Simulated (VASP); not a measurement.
# BN (F-43m) in VASP: notebook

Runs on BN. Level: PBE. Tasks: electric field gradients.

Everything below comes from runs of VASP 6.6.1. Logs are shortened: lines on timing, memory, paths and dates and some standing lists are left out, and cuts for length are marked.

## 1. The cell of the first run

Symmetry: F-43m, No. 216, cubic system. The conventional cell has a = 3.591 Å, b = 3.591 Å, c = 3.591 Å, α = 90.00°, β = 90.00°, γ = 90.00°. B (site symmetry -43m) has 4 N at 1.55 Å within 2.1 Å. N (site symmetry -43m) has 4 B at 1.55 Å within 2.1 Å.

## 2. Electric field gradients, PBE (volume scaled by 0.98)

File INCAR:

```
SYSTEM = BN
ALGO = Normal
EDIFF = 1E-8
ENCUT = 520
GGA = PE
ISIF = 2
ISMEAR = -1
LASPH = .TRUE.
LCHARG = .FALSE.
LEFG = .TRUE.
LREAL = .FALSE.
LWAVE = .FALSE.
NBANDS = 11
NELM = 100
PREC = Accurate
SIGMA = 0.03
```

File KPOINTS:

```
k-points
0
G
  13 13 13
  0 0 0
```

File POSCAR:

```
BN
1.0
    0.0000000000      1.7953687620      1.7953687620
    1.7953687620      0.0000000000      1.7953687620
    1.7953687620      1.7953687620      0.0000000000
B N
1 1
Direct
    0.0000000000      0.0000000000      0.0000000000
    0.7500000000      0.7500000000      0.7500000000
```

Potentials or basis: VASP PAW PBE potentials, release 64 (B, N).

On the command line:

```bash
$ cat potpaw_PBE.64/B/POTCAR potpaw_PBE.64/N/POTCAR > POTCAR
$ mpirun -np 1 vasp_std > vasp.out
```

OUTCAR:

```text
SYSTEM = BN
   EDIFF = 1E-8
   ENCUT = 520
   GGA = PE
   ISIF = 2
   ISMEAR = -1
   LASPH = .TRUE.
   LREAL = .FALSE.
   NELM = 100
   PREC = Accurate

 ion  position               nearest neighbor table
   1  0.000  0.000  0.000-   2 1.55   2 1.55   2 1.55   2 1.55
   2  0.750  0.750  0.750-   1 1.55   1 1.55   1 1.55   1 1.55

  LATTYP: Found a face centered cubic cell.
 ALAT       =     3.5907375240

  Lattice vectors:

 A1 = (   0.0000000000,   1.7953687620,   1.7953687620)
 A2 = (   1.7953687620,   0.0000000000,   1.7953687620)
 A3 = (   1.7953687620,   1.7953687620,   0.0000000000)

Analysis of symmetry for initial positions (statically):
=====================================================================
 Subroutine PRICEL returns:
 Original cell was already a primitive cell.

 Routine SETGRP: Setting up the symmetry group for a
 face centered cubic supercell.

 Subroutine GETGRP returns: Found 24 space group operations
 (whereof 24 operations were pure point group operations)
 out of a pool of 48 trial point group operations.

The static configuration has the point symmetry T_d .

Analysis of symmetry for dynamics (positions and initial velocities):
=====================================================================
 Subroutine PRICEL returns:
 Original cell was already a primitive cell.

 Routine SETGRP: Setting up the symmetry group for a
 face centered cubic supercell.

 Subroutine GETGRP returns: Found 24 space group operations
 (whereof 24 operations were pure point group operations)
 out of a pool of 48 trial point group operations.

The dynamic configuration has the point symmetry T_d .

 Subroutine INISYM returns: Found 24 space group operations
 (whereof 24 operations are pure point group operations),
 and found     1 'primitive' translations

----------------------------------------------------------------------------------------

                                     Primitive cell

  volume of cell :      11.5742

  direct lattice vectors                    reciprocal lattice vectors
     0.000000000  1.795368762  1.795368762    -0.278494319  0.278494319  0.278494319
     1.795368762  0.000000000  1.795368762     0.278494319 -0.278494319  0.278494319
     1.795368762  1.795368762  0.000000000     0.278494319  0.278494319 -0.278494319

  length of vectors
     2.539034853  2.539034853  2.539034853     0.482366309  0.482366309  0.482366309

  position of ions in fractional coordinates (direct lattice)
     0.000000000  0.000000000  0.000000000
     0.750000000  0.750000000  0.750000000

  ion indices of the primitive-cell ions
   primitive index   ion index
                 1           1
                 2           2

----------------------------------------------------------------------------------------

 KPOINTS: k-points

Automatic generation of k-mesh.
 Grid dimensions read from file:
 generate k-points for:   13   13   13

 Generating k-lattice:

  Cartesian coordinates                     Fractional coordinates (reciprocal lattice)
    -0.021422640  0.021422640  0.021422640     0.076923077  0.000000000  0.000000000
     0.021422640 -0.021422640  0.021422640     0.000000000  0.076923077  0.000000000
     0.021422640  0.021422640 -0.021422640     0.000000000  0.000000000  0.076923077

  Length of vectors
     0.037105101  0.037105101  0.037105101

  Shift w.r.t. Gamma in fractional coordinates (k-lattice)
     0.000000000  0.000000000  0.000000000

 Subroutine IBZKPT returns following result:
 ===========================================

 Found     84 irreducible k-points:

 Following reciprocal coordinates:
            Coordinates               Weight
  0.000000  0.000000  0.000000      1.000000
  0.076923  0.000000  0.000000      8.000000
  0.153846  0.000000  0.000000      8.000000
  0.230769  0.000000  0.000000      8.000000
  0.307692  0.000000  0.000000      8.000000
  0.384615  0.000000  0.000000      8.000000
[... 16 lines left out ...]
  0.384615  0.153846  0.000000     24.000000
  0.461538  0.153846  0.000000     24.000000
 [... further k-points ...]
   k-points           NKPTS =     84   k-points in BZ     NKDIM =     84   number of bands    NBANDS=     11
   number of dos      NEDOS =    301   number of ions     NIONS =      2
   total plane-waves  NPLWV =   8000
   dimension x,y,z NGX =    20 NGY =   20 NGZ =   20
   dimension x,y,z NGXF=    40 NGYF=   40 NGZF=   40
   ions per type =               1   1
   NGX,Y,Z   is equivalent  to a cutoff of  13.10, 13.10, 13.10 a.u.
   NGXF,Y,Z  is equivalent  to a cutoff of  26.19, 26.19, 26.19 a.u.
 SYSTEM =  BN
   PREC   = accura    normal or accurate (medium, high low for compatibility)
   ISTART =      0    job   : 0-new  1-cont  2-samecut
   ICHARG =      2    charge: 1-file 2-atom 10-const
   ISPIN  =      1    spin polarized calculation?
   LNONCOLLINEAR =      F non collinear calculations
   LSORBIT =      F    spin-orbit coupling
   LASPH  =      T    aspherical Exc in radial PAW
   ENCUT  =  520.0 eV  38.22 Ry    6.18 a.u.   4.72  4.72  4.72*2*pi/ulx,y,z
   NELM   =    100;   NELMIN=  2; NELMDL= -5     # of ELM steps
   EDIFF  = 0.1E-07   stopping-criterion for ELM
   LREAL  =      F    real-space projection
   EDIFFG = 0.1E-06   stopping-criterion for IOM
   NSW    =      0    number of steps for IOM
   IBRION =     -1    ionic relax: 0-MD 1-quasi-New 2-CG
   NFREE  =      0    steps in history (QN), initial steepest desc. (CG)
   ISIF   =      2    stress and relaxation
   ISYM   =      2    0-nonsym 1-usesym 2-fastsym
   POTIM  = 0.5000    time-step for ionic-motion
   TEBEG  =    0.0;   TEEND  =   0.0 temperature during run
   PSTRESS=    0.0 pullay stress
   NELECT =       8.0000    total number of electrons
   NUPDOWN=      -1.0000    fix difference up-down
   EMIN   =  10.00;   EMAX   =-10.00  energy-range for DOS
   EFERMI =   0.00;   METHOD = LEGACY
   ISMEAR =    -1;   SIGMA  =   0.03  broadening in eV -4-tet -1-fermi 0-gaus
   EFERMI_NEDOS =   21; number of points for ismear=-14 and -15
   IALGO  =     38    algorithm
   IMIX   =      4    mixing-type and parameters
     AMIX     =   0.40;   BMIX     =  1.00
     AMIX_MAG =   1.60;   BMIX_MAG =  1.00
  volume/ion in A,a.u.               =       5.79        39.05
  Fermi-wavevector in a.u.,A,eV,Ry     =   1.447464  2.735311 28.506282  2.095153
  Thomas-Fermi vector in A             =   2.565416
   LORBIT       =      0    0 simple, 1 ext, 2 COOP (PROOUT), +10 PAW based schemes
   GGA     = PE    functional components
   LHFCALC =     F    Hartree Fock is set to
   AEXX    =    0.0000 exact exchange contribution
   IVDW    =     0    specifies the selected vdW correction
   LEPSILON=     F    determine dielectric tensor
   LRPA    =     F    only Hartree local field effects (RPA)
 non-spin polarized calculation
  energy-cutoff  :      520.00
  volume of cell :       11.57
 maximum number of plane-waves:       331
   NGX =  9   NGY =  9   NGZ =  9

 number of electron       7.9999998 magnetization

 Free energy of the ion-electron system (eV)
  ---------------------------------------------------
  ext. energy  EPLUGINS =         0.00000000
  ---------------------------------------------------
  free energy    TOTEN  =       -17.43869493 eV

  energy without entropy =      -17.43869493  energy(sigma->0) =      -17.43869493

 E-fermi :   8.3570     XC(G=0): -12.9221

 val. band max:        7.6537440505   @ k =   0.0000   0.0000   0.0000
 cond. band min:      12.2105552873   @ k =   0.4615   0.4615   0.0000
 fundamental gap:      4.5568112369
 Fermi energy:         8.3570218905

 k-point     1 :       0.0000    0.0000    0.0000
  band No.  band energies     occupation
      1     -12.8086      2.00000
      2       7.6537      2.00000
      3       7.6537      2.00000
      4       7.6537      2.00000
      5      16.5699      0.00000
      6      16.5699      0.00000
      7      16.5699      0.00000
      8      18.3338      0.00000
      9      32.7882      0.00000
     10      35.6697      0.00000
     11      35.6697      0.00000

 k-point     2 :       0.0769    0.0000    0.0000
  band No.  band energies     occupation
      1     -12.6620      2.00000
      2       6.8564      2.00000
      3       7.4950      2.00000
      4       7.4950      2.00000
      5      16.7809      0.00000
      6      16.8113      0.00000
      7      16.8113      0.00000
      8      18.8022      0.00000
      9      32.5734      0.00000
     10      33.5872      0.00000
     11      33.5872      0.00000
[... 295 lines left out ...]
 k-point    24 :       0.4615    0.1538    0.0000
  band No.  band energies     occupation
      1      -8.7490      2.00000
      2      -1.7662      2.00000
      3       4.3382      2.00000
      4       4.7655      2.00000
      5      16.6549      0.00000
      6      20.0251      0.00000
      7      20.3351      0.00000
      8      22.5664      0.00000
      9      28.7707      0.00000
     10      34.2895      0.00000
     11      36.0224      0.00000

 [... further k-points ...]
[... 5 lines left out ...]
  --------------------------------------------------------------------------------------
  -------------------------------------------------------------------------------------
  Total        0.8216325      0.8216325      0.8216325     -0.0000000      0.0000000      0.0000000
  in kB      113.7357996    113.7357996    113.7357996     -0.0000000      0.0000000      0.0000000
  external PRESSURE =     113.7357996 kB  Pullay stress =       0.0000000 kB

 VOLUME and BASIS-vectors are now :
 -----------------------------------------------------------------------------
  energy-cutoff  :      520.00
  volume of cell :       11.57
      direct lattice vectors                 reciprocal lattice vectors
     0.000000000  1.795368762  1.795368762    -0.278494319  0.278494319  0.278494319
     1.795368762  0.000000000  1.795368762     0.278494319 -0.278494319  0.278494319
     1.795368762  1.795368762  0.000000000     0.278494319  0.278494319 -0.278494319

 POSITION                                       TOTAL-FORCE (eV/Angst)
 -----------------------------------------------------------------------------------
      0.00000      0.00000      0.00000        -0.000000      0.000000     -0.000000
      2.69305      2.69305      2.69305         0.000000     -0.000000      0.000000
 -----------------------------------------------------------------------------------
    total drift:                               -0.000000     -0.000000     -0.000000

  FREE ENERGIE OF THE ION-ELECTRON SYSTEM (eV)
  ---------------------------------------------------
  free  energy   TOTEN  =       -17.4386949326 eV

  energy  without entropy=      -17.4386949326  energy(sigma->0) =      -17.43869493

 Electric field gradients (V/A^2)
---------------------------------------------------------------------
 ion       V_xx      V_yy      V_zz      V_xy      V_xz      V_yz
---------------------------------------------------------------------
   1      -0.000    -0.000    -0.000    -0.000    -0.000    -0.000
   2       0.000    -0.000     0.000    -0.000    -0.000    -0.000
---------------------------------------------------------------------

 Electric field gradients after diagonalization (V/A^2)
 (convention: |V_zz| > |V_xx| > |V_yy|)
----------------------------------------------------------------------
 ion       V_xx      V_yy      V_zz     asymmetry (V_yy - V_xx)/ V_zz
----------------------------------------------------------------------
   1       0.000     0.000    -0.000       0.000
   2       0.000     0.000    -0.001       0.000
----------------------------------------------------------------------

           NMR quadrupolar parameters

 Cq : quadrupolar parameter    Cq=e*Q*V_zz/h
 eta: asymmetry parameters     (V_yy - V_xx)/ V_zz
 Q  : nuclear electric quadrupole moment in mb (millibarn)
----------------------------------------------------------------------
 ion       Cq(MHz)       eta       Q (mb)
----------------------------------------------------------------------
   1      -0.000       0.000       1.000
   2      -0.000       0.000       1.000
----------------------------------------------------------------------
```

It took 14 s on 1 thread of AMD EPYC 7R43 (Zen 3), shared host; peak memory 0.09 GiB.

What came out:

| Quantity | Value |
| --- | --- |
| Free energy | -17.4387 eV |
| Pressure | 11.4 GPa |
| Band gap on the k mesh | 4.56 eV, indirect (least direct gap 8.92 eV) |

Levels at points of the mesh, in eV from the valence-band top:
```
           k point  band 2  band 3  band 4  band 5  band 6  band 7
(0.00, 0.00, 0.00)    0.00    0.00    0.00    8.92    8.92    8.92
```

Caveat: without QUAD_EFG the Cq values of the log hold for a quadrupole moment of 1 mb, not for the nuclei. A k mesh can miss the band edges.

## 3. Electric field gradients, PBE (volume scaled by 0.96)

File INCAR:

```
SYSTEM = BN
PREC = Accurate
ENCUT = 520
EDIFF = 1E-8
ISMEAR = -1
SIGMA = 0.03
LREAL = .FALSE.
LASPH = .TRUE.
NELM = 100
ALGO = Normal
ISIF = 2
LWAVE = .FALSE.
LCHARG = .FALSE.
GGA = PE
LEFG = .TRUE.
NBANDS = 11
```

File KPOINTS:

```
Automatic mesh
0
G
  13 13 13
  0 0 0
```

File POSCAR:

```
BN
1.0
    0.0000000000      1.7830713297      1.7830713297
    1.7830713297      0.0000000000      1.7830713297
    1.7830713297      1.7830713297      0.0000000000
B N
1 1
Direct
    0.0000000000      0.0000000000      0.0000000000
    0.7500000000      0.7500000000      0.7500000000
```

Potentials or basis: VASP PAW PBE potentials, release 64 (B, N).

On the command line:

```bash
$ cat potpaw_PBE.64/B/POTCAR potpaw_PBE.64/N/POTCAR > POTCAR
$ mpirun -np 1 vasp_std > vasp.out
```

OUTCAR:

```text
SYSTEM = BN
   PREC = Accurate
   ENCUT = 520
   EDIFF = 1E-8
   ISMEAR = -1
   LREAL = .FALSE.
   LASPH = .TRUE.
   NELM = 100
   ISIF = 2
   GGA = PE

 ion  position               nearest neighbor table
   1  0.000  0.000  0.000-   2 1.54   2 1.54   2 1.54   2 1.54
   2  0.750  0.750  0.750-   1 1.54   1 1.54   1 1.54   1 1.54

  LATTYP: Found a face centered cubic cell.
 ALAT       =     3.5661426594

  Lattice vectors:

 A1 = (   0.0000000000,   1.7830713297,   1.7830713297)
 A2 = (   1.7830713297,   0.0000000000,   1.7830713297)
[... 547 lines left out ...]
  ---------------------------------------------------
  free  energy   TOTEN  =       -17.4150669954 eV

  energy  without entropy=      -17.4150669954  energy(sigma->0) =      -17.41506700

 Electric field gradients (V/A^2)
---------------------------------------------------------------------
 ion       V_xx      V_yy      V_zz      V_xy      V_xz      V_yz
---------------------------------------------------------------------
   1       0.000     0.000     0.000    -0.000    -0.000    -0.000
   2      -0.000     0.000     0.000    -0.001    -0.001    -0.001
---------------------------------------------------------------------

 Electric field gradients after diagonalization (V/A^2)
 (convention: |V_zz| > |V_xx| > |V_yy|)
----------------------------------------------------------------------
 ion       V_xx      V_yy      V_zz     asymmetry (V_yy - V_xx)/ V_zz
----------------------------------------------------------------------
   1       0.000     0.000    -0.000       0.000
   2       0.001     0.001    -0.001       0.000
----------------------------------------------------------------------

           NMR quadrupolar parameters

 Cq : quadrupolar parameter    Cq=e*Q*V_zz/h
 eta: asymmetry parameters     (V_yy - V_xx)/ V_zz
 Q  : nuclear electric quadrupole moment in mb (millibarn)
----------------------------------------------------------------------
 ion       Cq(MHz)       eta       Q (mb)
----------------------------------------------------------------------
   1      -0.000       0.000       1.000
   2      -0.000       0.000       1.000
----------------------------------------------------------------------
```

stdout:

```text
POSCAR found type information on POSCAR B N
 POSCAR found :  2 types and       2 ions
 scaLAPACK will be used
 LDA part: xc-table for (Slater+PW92), standard interpolation
 POSCAR, INCAR and KPOINTS ok, starting setup
 FFT: planning ... GRIDC
 FFT: planning ... GRID_SOFT
 FFT: planning ... GRID
 WAVECAR not read
 entering main loop
ion   1

ion   2
```

Wall time 15 s (1 thread of AMD EPYC 7R43 (Zen 3), shared host); peak memory 0.08 GiB.

What came out:

| Item | Value |
| --- | --- |
| Free energy | -17.4151 eV |
| Pressure | 20.2 GPa |
| Band gap on the k mesh | 4.58 eV, indirect (least direct gap 9.02 eV) |

Caveat: without QUAD_EFG the Cq values of the log hold for a quadrupole moment of 1 mb, not for the nuclei. A k mesh can miss the band edges.
